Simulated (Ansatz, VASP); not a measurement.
One calculation of MgO, two programs

```
CELL_PARAMETERS angstrom
2.13515 -2.13515 0.00000
2.13515 0.00000 -2.13515
10.27265 10.27265 10.27265
ATOMIC_POSITIONS crystal
Mg 0.66667 0.66667 0.03464
Mg 0.00000 0.00000 0.72747
Mg 0.33333 0.33333 0.17321
Mg 0.66667 0.66667 0.45034
Mg 0.00000 0.00000 0.31177
Mg 0.33333 0.33333 0.58890
O 0.66667 0.66667 0.24249
O 0.00000 0.00000 0.10392
O 0.33333 0.33333 0.38105
O 0.66667 0.66667 0.65819
O 0.00000 0.00000 0.51962
O 0.33333 0.33333 0.79675
```

Alike in both runs: task single point; functional LDA; k mesh 9 × 9 × 2; occupations gaussian, width 0.05 eV; no spin polarisation.

|  | VASP | Ansatz |
| --- | --- | --- |
| version | VASP 6.6.1 | Ansatz 0.2.0 |
| potentials or method | VASP PAW LDA potentials, release 64 (Mg, O), cutoff 520 eV | scalar-relativistic, plane waves, PAW |
| valence electrons in the cell | 48 | 96 |

|  | VASP | Ansatz | Ansatz less VASP |
| --- | --- | --- | --- |
| gap on the k mesh at the Fermi level (eV) | none | none | - |
| pressure (GPa) | -10.4 | -9.2 | +1.23 |
| traceless stress, the component that is largest in VASP (GPa) | -0.48 | -0.50 | -0.025 |
| rms of the force components (eV/Å) | 0.402 | 0.403 | +0.0013 |

LDA's correlation is that of Perdew and Zunger in VASP and of Perdew and Wang (1992) in Ansatz. Atom by atom the forces differ by 0.011 eV/Å (rms over components). A gap of «none» marks a metal or a gap that the smearing closes. VASP's potentials hold 48 valence electrons a cell and Ansatz's 96, so a difference there can come from the potentials and not from the codes.
